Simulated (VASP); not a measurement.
# Sr2V (P6/mmm) in VASP: notebook, part 2 of 2

VASP 6.6.1. Earlier steps stand in the parts before.

### 5 Relaxation of cell and atoms, PBE, collinear spin, ferromagnetic start

The input, INCAR:

```
PREC = Accurate
ENCUT = 600
EDIFF = 1E-7
ISMEAR = 0
SIGMA = 0.1
LREAL = False
LASPH = True
NELM = 150
ALGO = Normal
ISIF = 3
LWAVE = False
LCHARG = False
ISPIN = 2
MAGMOM = 0 0 3.58
LORBIT = 11
LMAXMIX = 4
GGA = PE
IBRION = 2
NSW = 90
EDIFFG = -0.04
```

The input, KPOINTS:

```
regular mesh
0
Gamma
  3 3 6
```

The input, POSCAR:

```
Sr2V
1.0
    5.9229366961      0.0000000000      0.0000000000
   -2.9614683480      5.1294136438      0.0000000000
    0.0000000000      0.0000000000      3.4748680230
Sr V
2 1
Direct
    0.3333333333      0.6666666667      0.5000000000
    0.6666666667      0.3333333333      0.5000000000
    0.0000000000      0.0000000000      0.0000000000
```

Started as:

```
$ cat potpaw_PBE.64/Sr_sv/POTCAR potpaw_PBE.64/V_sv/POTCAR > POTCAR
$ mpirun -np 1 vasp_std > vasp.out
```

Wall time 1.9 min (1 thread of AMD EPYC 9R45 (Zen 5), shared host); peak memory 0.28 GiB.

It converged, with:

* Free energy: -9.6219 eV
* Relaxed volume: 35.40 Å³/atom
* Relaxed cell: a = 5.942 Å, b = 5.942 Å, c = 3.473 Å, α = 90.00°, β = 90.00°, γ = 120.00°
* Space group after relaxing (to 0.1 Å): P6/mmm (No. 191)
* Energy gained by relaxing: 0.3 meV/atom
* Ionic steps: 2
* Pressure after relaxing: 0.1 GPa
* Net moment: 3.29 μB per cell
* Site moments: Sr -0.05; V +2.82 μB
* Valence electrons inside the program's atomic spheres: Sr 8.02; V 11.23

Stress tensor (GPa, compression positive):
```
0.10 0.00 0.00
0.00 0.10 0.00
0.00 0.00 0.01
```

The path:
```
step  energy change (eV)  largest force (eV/Å)  pressure (GPa)  volume (Å³)
   1              0.0000                0.0000            0.19       105.57
   2             -0.0009                0.0000            0.07       106.21
```

Final structure:
```yaml
crystal:
  lattice:
    - [5.94224, 0.00000, 0.00000]
    - [-2.97112, 5.14613, 0.00000]
    - [0.00000, 0.00000, 3.47315]
  atoms:
    - { symbol: Sr, position: [0.33333, 0.66667, 0.50000] }
    - { symbol: Sr, position: [0.66667, 0.33333, 0.50000] }
    - { symbol: V, position: [0.00000, 0.00000, 0.00000] }
```

Levels at points of the mesh, in eV from the Fermi level:
Spin up:
```tsv
k point	band 16	band 17	band 18	band 19	band 20	band 21
(0.00, 0.00, 0.00)	-0.60	-0.13	-0.13	0.05	0.05	1.08
(0.00, 0.00, 0.50)	-1.06	-0.89	-0.89	1.03	1.49	1.49
```
Spin down:
```
           k point  band 11  band 12  band 13  band 14  band 15  band 16  band 17  band 18  band 19  band 20
(0.00, 0.00, 0.00)   -17.79   -17.68    -3.94     0.10     0.40     0.40     0.89     0.89     0.99     1.98
(0.00, 0.00, 0.50)   -17.75   -17.75    -0.81    -0.51    -0.31    -0.31     0.73     0.73     1.84     1.84
```

Caveat: the k points lie up to 0.41 Å⁻¹ apart in the final cell.

### 6 Relaxation of cell and atoms, PBE, collinear spin, ferromagnetic start

This run uses another cell than the first one, of 21.48 Å³/atom.

The input, INCAR:

```
SYSTEM = Sr2V
ALGO = Normal
EDIFF = 1E-6
EDIFFG = -0.04
ENCUT = 600
GGA = PE
IBRION = 2
ISIF = 3
ISMEAR = 0
ISPIN = 2
LASPH = .TRUE.
LCHARG = .FALSE.
LMAXMIX = 4
LORBIT = 11
LREAL = .FALSE.
LWAVE = .FALSE.
MAGMOM = 0 0 2
NELM = 150
NSW = 90
PREC = Accurate
SIGMA = 0.1
```

The input, KPOINTS:

```
k-points
0
G
  6 6 4
  0 0 0
```

The input, POSCAR:

```
Sr2V
1.0
    4.1177526900      0.0000000000      0.0000000000
   -2.0588763500      3.5660784400      0.0000000000
    0.0000000000      0.0000000000      4.3885357300
Sr V
2 1
Direct
    0.3333333300      0.6666666700      0.5000000000
    0.6666666700      0.3333333300      0.5000000000
    0.0000000000      0.0000000000      0.0000000000
```

Potentials or basis: VASP PAW PBE potentials, release 64 (Sr_sv, V_sv).

Started as:

```
$ cat potpaw_PBE.64/Sr_sv/POTCAR potpaw_PBE.64/V_sv/POTCAR > POTCAR
$ mpirun -np 1 vasp_std > vasp.out
```

It took 15 min on 1 thread of AMD EPYC 9R45 (Zen 5), shared host; peak memory 0.25 GiB.

It converged, with:

| Item | Value |
| --- | --- |
| Free energy | -8.6373 eV |
| Relaxed volume | 31.84 Å³/atom |
| Relaxed cell | a = 5.800 Å, b = 5.800 Å, c = 3.280 Å, α = 90.00°, β = 90.00°, γ = 120.00° |
| Space group after relaxing (to 0.1 Å) | P6/mmm (No. 191) |
| Energy gained by relaxing | 1905.0 meV/atom |
| Ionic steps | 11 |
| Pressure after relaxing | -0.1 GPa |
| Net moment | 0.00 μB per cell |
| Valence electrons inside the program's atomic spheres | Sr 8.06; V 11.18 |

Step by step:
```tsv
step	energy change (eV)	largest force (eV/Å)	pressure (GPa)	volume (Å³)
1	0.0000	0.0000	32.12	64.44
2	-4.5108	0.0000	-1.80	110.96
3	-4.5630	0.0000	-2.32	115.82
4	-4.5807	0.0000	-3.49	125.84
5	-4.5866	0.0000	-3.03	122.20
6	-5.3171	0.0000	-2.68	112.61
7	-5.5990	0.0000	-2.02	106.18
8	-5.4165	0.0000	0.59	91.90
9	-5.6781	0.0000	-1.60	102.35
10	-5.6890	0.0000	-1.31	100.56
11	-5.7151	0.0000	-0.08	95.53
```

Final structure:
```
Sr V
1.0
     5.79975    0.00000    0.00000
    -2.89987    5.02273    0.00000
     0.00000    0.00000    3.27952
Sr V
2 1
Cartesian
  0.0000 3.3485 1.6398
  2.8999 1.6742 1.6398
  2.8999 5.0227 0.0000
```

Levels at points of the mesh, in eV from the Fermi level:
Spin up:
```
           k point  band 14  band 15  band 16  band 17  band 18  band 19
(0.00, 0.00, 0.00)    -0.73    -0.04    -0.04     0.19     0.19     0.95
(0.50, 0.00, 0.00)    -2.11    -1.14    -0.10     0.05     0.69     0.92
(0.00, 0.00, 0.50)    -0.72    -0.72    -0.61    -0.46    -0.46     1.78
(0.50, 0.00, 0.50)    -0.69    -0.47    -0.32     0.28     0.35     0.48
```
Spin down:
```csv
k point,band 12,band 13,band 14,band 15,band 16,band 17,band 18,band 19,band 20,band 21
"(0.00, 0.00, 0.00)",-17.17,-4.18,-0.73,-0.04,-0.04,0.19,0.19,0.95,0.95,1.28
"(0.50, 0.00, 0.00)",-17.21,-2.75,-2.11,-1.14,-0.10,0.05,0.69,0.92,0.96,1.43
"(0.00, 0.00, 0.50)",-17.31,-0.82,-0.72,-0.72,-0.61,-0.46,-0.46,1.78,1.78,2.21
"(0.50, 0.00, 0.50)",-17.25,-1.34,-0.69,-0.47,-0.32,0.28,0.35,0.48,0.63,1.83
```

Caveat: the volume moved by over 15 % at a fixed basis, so the end points are rough; the moments typed at the start vanished in this run.

### 7 The runs side by side

| task | cell | k mesh | cutoff (eV) | gap on the mesh (eV) | pressure (GPa) | moment (μB) | relaxed volume (Å³/atom) |
| --- | --- | --- | --- | --- | --- | --- | --- |
| single point | a = 5.923, b = 5.923, c = 3.475 Å, angles 90.0, 90.0, 120.0°, 3 atoms | 3 × 3 × 6 | 520 | none | 0.2 | 3.29 | - |
| single point | a = 4.118, b = 4.118, c = 4.389 Å, angles 90.0, 90.0, 120.0°, 3 atoms | 6 × 6 × 4 | 520 | none | 35.0 | 3.07 | - |
| single point | a = 5.923, b = 5.923, c = 3.475 Å, angles 90.0, 90.0, 120.0°, 3 atoms | 6 × 6 × 4 | 520 | none | 0.3 | 3.99 | - |
| relaxation of cell and atoms | relaxed from a = 5.923, b = 5.923, c = 3.475 Å, angles 90.0, 90.0, 120.0°, 3 atoms | 3 × 3 × 6 | 600 | none | 0.1 | 3.29 | 35.40 |
| relaxation of cell and atoms | relaxed from a = 4.118, b = 4.118, c = 4.389 Å, angles 90.0, 90.0, 120.0°, 3 atoms | 6 × 6 × 4 | 600 | none | -0.1 | 0.00 | 31.84 |

Alike in all rows: level PBE; potentials or basis VASP PAW PBE potentials, release 64 (Sr_sv, V_sv); spin collinear, ferromagnetic start; smearing gaussian 0.1 eV.

Caveats: some runs use coarse meshes; the stress differs along the axes, from 5 to 50 GPa (at least some runs); the volume moved by over 15 % at a fixed basis, so the end points are rough (at least some runs); the moments typed at the start vanished in this run (at least some runs).

Absolute energies hang on the potentials; compare differences alone.
